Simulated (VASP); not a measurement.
Set up this calculation in VASP 6.6.1, as the native input.

| Property | Result |
| --- | --- |
| Task | single point |
| Functional | PBE |
| Potentials or basis | VASP PAW PBE potentials, release 64 (Ce, O) |
| Cutoff | 520 eV |
| k mesh | 11 × 11 × 11 |
| Occupations | fermi-dirac, width 0.0612256 eV |
| Spin | no spin polarisation |
| Dipole correction | no |
| Further INCAR settings | ALGO = Normal; EDIFF = 1e-06; NBANDS = 22 |

The structure of Ce2O (antifluorite type) lies in POSCAR:

```
Ce2O
1.0
    0.0000000000      3.0383495340      3.0383495340
    3.0383495340      0.0000000000      3.0383495340
    3.0383495340      3.0383495340      0.0000000000
Ce O
2 1
Direct
    0.2500000000      0.2500000000      0.2500000000
    0.7500000000      0.7500000000      0.7500000000
    0.0000000000      0.0000000000      0.0000000000
```

These files were run (other wordings do the same):

INCAR

```
ALGO = Normal
EDIFF = 1E-6
ENCUT = 520
GGA = PE
ISIF = 2
ISMEAR = -1
LASPH = T
LCHARG = F
LREAL = F
LWAVE = F
NBANDS = 22
NELM = 80
PREC = Accurate
SIGMA = 0.06122561905347299
```

KPOINTS

```
k-points
0
Gamma
  11 11 11
```

Potentials or basis: VASP PAW PBE potentials, release 64 (Ce, O).

Command:

```console
$ cat potpaw_PBE.64/Ce/POTCAR potpaw_PBE.64/O/POTCAR > POTCAR
$ mpirun -np 1 vasp_std > vasp.out
```

It gave:

```json
{"Pressure": "-0.3 GPa", "Band gap on the k mesh": "zero (bands 15 and 16 overlap by 0.08 eV)"}
```

Caveat: spin-orbit coupling is left out, which moves the levels of the heavy elements; the run has no spin polarisation, though such a crystal can be magnetic; semilocal functionals describe open f shells poorly, which spoils levels, moments and volumes.

It took 84 s on 1 thread of AMD EPYC 7R43 64-Core Processor (Zen 3), on a shared host, peak memory 0.19 GiB.
